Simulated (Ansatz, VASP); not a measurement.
# TiO2: VASP beside Ansatz

The input POSCAR:

```
TiO2
1.0
    4.6000000000      0.0000000000      0.0000000000
    0.0000000000      4.6000000000      0.0000000000
    0.0000000000      0.0000000000      2.9600000000
Ti O
2 4
Direct
    0.0000000000      0.0000000000      0.0000000000
    0.5000000000      0.5000000000      0.5000000000
    0.3050000000      0.3050000000      0.0000000000
   -0.3050000000     -0.3050000000      0.0000000000
    0.8050000000      0.1950000000      0.5000000000
    0.1950000000      0.8050000000      0.5000000000
```

INCAR.step1

```
PREC = Accurate ; ENCUT = 600
ISMEAR = 0 ; SIGMA = 0.02
LREAL = False ; LASPH = True
NELM = 100 ; GGA = PE
ALGO = Normal ; EDIFF = 1E-4
LWAVE = True ; LCHARG = False
```

Contents of INCAR.step2:

```
PREC = Accurate ; ENCUT = 600
EDIFF = 1E-6 ; ISMEAR = 0
SIGMA = 0.02 ; LREAL = False
LASPH = True ; NELM = 100
ALGO = Normal ; ISIF = 3
LWAVE = False ; LCHARG = False
METAGGA = R2SCAN ; LMIXTAU = True
IBRION = 2 ; NSW = 80
EDIFFG = -0.01 ; ISTART = 1
```

The input KPOINTS:

```
regular mesh
0
Gamma
  6 6 8
```

Input for Ansatz:

```yaml
crystal:
  lattice:
    - [4.6, 0.0, 0.0]
    - [0.0, 4.6, 0.0]
    - [0.0, 0.0, 2.96]
  atoms:
    - { symbol: Ti, position: [0.0, 0.0, 0.0] }
    - { symbol: Ti, position: [0.5, 0.5, 0.5] }
    - { symbol: O, position: [0.305, 0.305, 0.0] }
    - { symbol: O, position: [-0.305, -0.305, 0.0] }
    - { symbol: O, position: [0.805, 0.195, 0.5] }
    - { symbol: O, position: [0.195, 0.805, 0.5] }
scf:
  occupations: { method: gaussian, width: 0.02 }
output:
  forces: true
  stress: true
  eigenvalues: true
hamiltonian:
  xc: r2scan
kpoints:
  mp_grid: { grid: [6, 6, 8] }
relax:
  f_tol: 0.01
  max_steps: 60
  cell: { stress_tol: 0.05 }
```

Alike in both runs: task relaxation of cell and atoms; functional r2SCAN; k mesh 6 × 6 × 8; occupations gaussian, width 0.02 eV; no spin polarisation.

|  | VASP | Ansatz |
| --- | --- | --- |
| version | VASP 6.6.1 | Ansatz 0.2.0 |
| potentials or method | VASP PAW PBE potentials, release 64 (Ti_sv, O) | scalar-relativistic, plane waves, PAW |
| plane-wave cutoff (eV) | 600 | 500 |
| valence electrons in the cell | 48 | 48 |

|  | VASP | Ansatz | Ansatz less VASP |
| --- | --- | --- | --- |
| gap on the k mesh at the Fermi level, each at its own relaxed structure (eV) | 2.22 | 2.22 | +0.004 |
| relaxed volume (Å³/atom) | 10.44 | 10.40 | -0.038 |
| relaxed length of the cell vector where the two differ most in proportion (Å) | 2.960 | 2.954 | -0.0065 |

VASP's potentials were made for PBE, not for r2SCAN.
